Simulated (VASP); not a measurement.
# WC (P-6m2) in VASP: single point with PBEsol

Aim: the single point of WC with PBEsol.

Everything below comes from runs of VASP 6.6.1. Logs are shortened: lines on timing, memory, paths and dates and some standing lists are left out, and cuts for length are marked.

## 1. The cell of the first run

It takes space group P-6m2 (No. 187, hexagonal). Conventional cell: a = 2.898 Å, b = 2.898 Å, c = 2.828 Å, α = 90.00°, β = 90.00°, γ = 120.00°. Within 2.9 Å of W (site symmetry -6m2) lie 6 C at 2.19 Å and 8 W at 2.83 to 2.90 Å. Within 2.9 Å of C (site symmetry -6m2) lie 6 W at 2.19 Å and 8 C at 2.83 to 2.90 Å.

## 2. Single point, PBEsol

Input file INCAR:

```
ALGO     = Normal         # electronic algorithm
EDIFF    = 1E-6           # SCF threshold, eV
ENCUT    = 910            # plane-wave cutoff, eV
GGA      = PS             # functional
GGA_COMPAT= False        
ISIF     = 2              # what is computed and relaxed
ISMEAR   = 0              # smearing method
LASPH    = True           # aspherical terms in the spheres
LCHARG   = False          # write CHGCAR
LREAL    = False          # projectors in reciprocal space
LWAVE    = False          # write WAVECAR
NBANDS   = 16             # bands
NELM     = 120            # most SCF steps
PREC     = Accurate       # precision mode
SIGMA    = 0.1            # smearing width, eV
```

Input file KPOINTS:

```
k-points
0
Gamma
  18 18 14
```

Input file POSCAR:

```
WC
1.0
    2.8984899896      0.0000000000      0.0000000000
   -1.4492449948      2.5101659636      0.0000000000
    0.0000000000      0.0000000000      2.8278117716
W C
1 1
Direct
    0.0000000000      0.0000000000      0.0000000000
    0.6666666667      0.3333333333      0.5000000000
```

Potentials or basis: VASP PAW PBE potentials, release 64 (W_sv, C_h).

Started as:

```
cat potpaw_PBE.64/W_sv/POTCAR potpaw_PBE.64/C_h/POTCAR > POTCAR
mpirun -np 1 vasp_std > vasp.out
```

OUTCAR:

```text
EDIFF = 1E-6
   ENCUT = 910
   GGA = PS
   ISIF = 2
   ISMEAR = 0
   LASPH = True
   LREAL = False
   NELM = 120
   PREC = Accurate

 ion  position               nearest neighbor table
   1  0.000  0.000  0.000-   2 2.19   2 2.19   2 2.19   2 2.19   2 2.19   2 2.19
   2  0.667  0.333  0.500-   1 2.19   1 2.19   1 2.19   1 2.19   1 2.19   1 2.19

  LATTYP: Found a hexagonal cell.
 ALAT       =     2.8984899896
 C/A-ratio  =     0.9756155038

  Lattice vectors:

 A1 = (   2.8984899896,   0.0000000000,   0.0000000000)
 A2 = (  -1.4492449948,   2.5101659636,   0.0000000000)
 A3 = (   0.0000000000,   0.0000000000,   2.8278117716)

Analysis of symmetry for initial positions (statically):
=====================================================================
 Subroutine PRICEL returns:
 Original cell was already a primitive cell.

 Routine SETGRP: Setting up the symmetry group for a
 hexagonal supercell.

 Subroutine GETGRP returns: Found 12 space group operations
 (whereof 12 operations were pure point group operations)
 out of a pool of 24 trial point group operations.

The static configuration has the point symmetry D_3h.

Analysis of symmetry for dynamics (positions and initial velocities):
=====================================================================
 Subroutine PRICEL returns:
 Original cell was already a primitive cell.

 Routine SETGRP: Setting up the symmetry group for a
 hexagonal supercell.

 Subroutine GETGRP returns: Found 12 space group operations
 (whereof 12 operations were pure point group operations)
 out of a pool of 24 trial point group operations.

The dynamic configuration has the point symmetry D_3h.

 Subroutine INISYM returns: Found 12 space group operations
 (whereof 12 operations are pure point group operations),
 and found     1 'primitive' translations

----------------------------------------------------------------------------------------

                                     Primitive cell

  volume of cell :      20.5743

  direct lattice vectors                    reciprocal lattice vectors
     2.898489990  0.000000000  0.000000000     0.345007229  0.199190017  0.000000000
    -1.449244995  2.510165964  0.000000000     0.000000000  0.398380033  0.000000000
     0.000000000  0.000000000  2.827811772     0.000000000  0.000000000  0.353630326

  length of vectors
     2.898489990  2.898489990  2.827811772     0.398380033  0.398380033  0.353630326

[... 80 lines left out ...]
   EDIFF  = 0.1E-05   stopping-criterion for ELM
   LREAL  =      F    real-space projection
   EDIFFG = 0.1E-04   stopping-criterion for IOM
   NSW    =      0    number of steps for IOM
   IBRION =     -1    ionic relax: 0-MD 1-quasi-New 2-CG
   NFREE  =      0    steps in history (QN), initial steepest desc. (CG)
   ISIF   =      2    stress and relaxation
   ISYM   =      2    0-nonsym 1-usesym 2-fastsym
   POTIM  = 0.5000    time-step for ionic-motion
   TEBEG  =    0.0;   TEEND  =   0.0 temperature during run
   PSTRESS=    0.0 pullay stress
   NELECT =      18.0000    total number of electrons
   NUPDOWN=      -1.0000    fix difference up-down
   EMIN   =  10.00;   EMAX   =-10.00  energy-range for DOS
   EFERMI =   0.00;   METHOD = LEGACY
   ISMEAR =     0;   SIGMA  =   0.10  broadening in eV -4-tet -1-fermi 0-gaus
   EFERMI_NEDOS =   21; number of points for ismear=-14 and -15
   IALGO  =     38    algorithm
   IMIX   =      4    mixing-type and parameters
     AMIX     =   0.40;   BMIX     =  1.00
     AMIX_MAG =   1.60;   BMIX_MAG =  1.00
  volume/ion in A,a.u.               =      10.29        69.42
  Fermi-wavevector in a.u.,A,eV,Ry     =   1.565756  2.958850 33.355932  2.451592
  Thomas-Fermi vector in A             =   2.668185
   LORBIT       =      0    0 simple, 1 ext, 2 COOP (PROOUT), +10 PAW based schemes
   GGA     = PS    functional components
   LHFCALC =     F    Hartree Fock is set to
   AEXX    =    0.0000 exact exchange contribution
   IVDW    =     0    specifies the selected vdW correction
   LEPSILON=     F    determine dielectric tensor
   LRPA    =     F    only Hartree local field effects (RPA)
 non-spin polarized calculation
 Gauss-broadening in eV      SIGMA  =   0.10
  energy-cutoff  :      910.00
  volume of cell :       20.57
 maximum number of plane-waves:      1310
 NGX is ok and might be reduce to    30
   NGX = 15   NGY = 15   NGZ = 13

 number of electron      18.0000001 magnetization

 Free energy of the ion-electron system (eV)
  ---------------------------------------------------
  ext. energy  EPLUGINS =         0.00000000
  ---------------------------------------------------
  free energy    TOTEN  =       -23.90723357 eV

  energy without entropy =      -23.90596977  energy(sigma->0) =      -23.90660167

 E-fermi :  11.3871     XC(G=0): -14.0147

 val. band max:       11.3467433181   @ k =   0.0556   0.0000   0.2143
 cond. band min:      11.4085297613   @ k =   0.4444  -0.0000   0.5000
 fundamental gap:      0.0617864432
 Fermi energy:        11.3871353655

 k-point     1 :       0.0000    0.0000    0.0000
  band No.  band energies     occupation
      1     -62.5270      2.00000
      2     -26.5122      2.00000
      3     -26.4080      2.00000
      4     -26.4080      2.00000
      5      -3.1045      2.00000
      6       7.0106      2.00000
[... 433 lines left out ...]
      3     -26.6629      2.00000
      4     -26.3961      2.00000
      5       0.3325      2.00000
      6       4.4687      2.00000
[... 8 lines left out ...]
     15      25.2634      0.00000
     16      28.9862      0.00000

 [... further k-points ...]

------------------------ aborting loop because EDIFF is reached ----------------------------------------

  FORCE on cell =-STRESS in cart. coord.  units (eV):
  Direction    XX          YY          ZZ          XY          YZ          ZX
  --------------------------------------------------------------------------------------
  -------------------------------------------------------------------------------------
  Total        0.1279330      0.1279330      0.1668613      0.0000000     -0.0000000      0.0000000
  in kB        9.9625006      9.9625006     12.9939601      0.0000000     -0.0000000      0.0000000
  external PRESSURE =      10.9729871 kB  Pullay stress =       0.0000000 kB

 VOLUME and BASIS-vectors are now :
 -----------------------------------------------------------------------------
  energy-cutoff  :      910.00
  volume of cell :       20.57
      direct lattice vectors                 reciprocal lattice vectors
     2.898489990  0.000000000  0.000000000     0.345007229  0.199190017  0.000000000
    -1.449244995  2.510165964  0.000000000     0.000000000  0.398380033  0.000000000
     0.000000000  0.000000000  2.827811772     0.000000000  0.000000000  0.353630326

 POSITION                                       TOTAL-FORCE (eV/Angst)
 -----------------------------------------------------------------------------------
      0.00000      0.00000      0.00000        -0.000000      0.000000      0.000000
      1.44924      0.83672      1.41391         0.000000      0.000000      0.000000
 -----------------------------------------------------------------------------------
    total drift:                               -0.000000      0.000000      0.000000

  FREE ENERGIE OF THE ION-ELECTRON SYSTEM (eV)
  ---------------------------------------------------
  free  energy   TOTEN  =       -23.9072335712 eV

  energy  without entropy=      -23.9059697684  energy(sigma->0) =      -23.90660167
```

It took 2 min on 1 thread of Intel Xeon Platinum 8488C (Sapphire Rapids), shared host; peak memory 0.35 GiB.

Results:

* Free energy: -23.9072 eV
* Pressure: 1.1 GPa
* Band gap on the k mesh: zero (bands 9 and 10 overlap by 1.24 eV)

Levels at points of the mesh, in eV from the Fermi level:
```csv
k point,band 7,band 8,band 9,band 10,band 11,band 12
"(0.00, 0.00, 0.00)",-3.37,-3.37,0.12,3.27,3.27,5.71
"(0.50, 0.00, 0.00)",-3.65,-3.63,-0.44,2.36,4.59,4.96
"(0.00, 0.00, 0.50)",-2.03,-2.03,-0.60,-0.60,3.74,4.55
"(0.50, 0.00, 0.50)",-4.36,-4.19,0.31,4.50,5.40,6.75
```

Caveat: the cutoff is under 1.25 times the usual one of these potentials, so pressure, stress and relaxed cells hold a basis-set (Pulay) error; the PAW data sets were made with another functional, which shifts forces and pressure a little; spin-orbit coupling is left out, which moves the levels of the heavy elements.
